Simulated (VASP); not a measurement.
The system is HfN.

```xyz
2
Lattice="0.0000 2.2590 2.2590 2.2590 0.0000 2.2590 2.2590 2.2590 0.0000" Properties=species:S:1:pos:R:3 pbc="T T T"
Hf    2.2590    2.2590    2.2590
N     0.0000    0.0000    0.0000
```

Base run:

```yaml
Program: VASP 6.6.1
Functional: PBE
Potentials_or_basis: VASP PAW PBE potentials, release 64 (Hf_pv, N)
Cutoff: 600 eV
k_mesh: 8 × 8 × 8
Occupations: gaussian, width 0.05 eV
Spin: no spin polarisation
```

Its results: band gap on the k mesh zero (an odd number of electrons rules out a gap without spin polarisation); pressure 3.1 GPa.

Question: The run is repeated on the same cell with these changes: k mesh from 8 × 8 × 8 to 10 × 10 × 10; hubbard terms from none to Hf d U = 3.0 eV. What comes out?

Answer: Band gap on the k mesh zero (an odd number of electrons rules out a gap without spin polarisation); pressure 14.8 GPa.

Several settings changed at once.

Caveats: the cell stands under pressure; spin-orbit coupling is left out, which moves the levels of the heavy elements; U without spin polarisation on a metal has little footing (at least some runs).
